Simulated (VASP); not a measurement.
HfN:

```
CELL_PARAMETERS angstrom
0.00000 2.45482 2.45482
2.45482 0.00000 2.45482
2.45482 2.45482 0.00000
ATOMIC_POSITIONS crystal
Hf 0.00000 0.00000 0.00000
N 0.25000 0.25000 0.25000
```

```yaml
Program: VASP 6.6.1
Task: relaxation of cell and atoms
Functional: LDA
Potentials_or_basis: VASP PAW LDA potentials, release 64 (Hf_pv, N)
Cutoff: 600 eV
k_mesh: 9 × 9 × 9
Occupations: fermi-dirac, width 0.05 eV
Spin: no spin polarisation
Hubbard_terms: Hf d U = 8.0 eV
```

At the start: pressure 14.0 GPa; volume 14.79 Å³/atom.

Question: How do energy, volume and symmetry change on relaxing?

Answer: Over 4 steps the energy falls by 43.2 meV/atom and the volume is 15.84 Å³/atom (+7.1 %); space group F-43m (No. 216, to 0.05 Å).

Step by step:
| step | energy change (eV) | largest force (eV/Å) | pressure (GPa) | volume (Å³) |
| --- | --- | --- | --- | --- |
| 1 | 0.0000 | 0.0000 | 14.01 | 29.59 |
| 2 | 0.1268 | 0.0000 | -16.28 | 35.48 |
| 3 | -0.0864 | 0.0000 | -0.33 | 31.74 |
| 4 | -0.0864 | 0.0000 | -0.03 | 31.69 |

Final structure:
```cif
data_structure
_symmetry_space_group_name_H-M 'P 1'
_symmetry_Int_Tables_number 1
_cell_length_a 3.5519
_cell_length_b 3.5519
_cell_length_c 3.5519
_cell_angle_alpha 60.000
_cell_angle_beta 60.000
_cell_angle_gamma 60.000
_cell_volume 31.69
loop_
_atom_site_label
_atom_site_type_symbol
_atom_site_fract_x
_atom_site_fract_y
_atom_site_fract_z
_atom_site_occupancy
Hf1 Hf 0.00000 0.00000 0.00000 1
N1 N 0.25000 0.25000 0.25000 1
```

Caveat: U without spin polarisation on a metal has little footing.
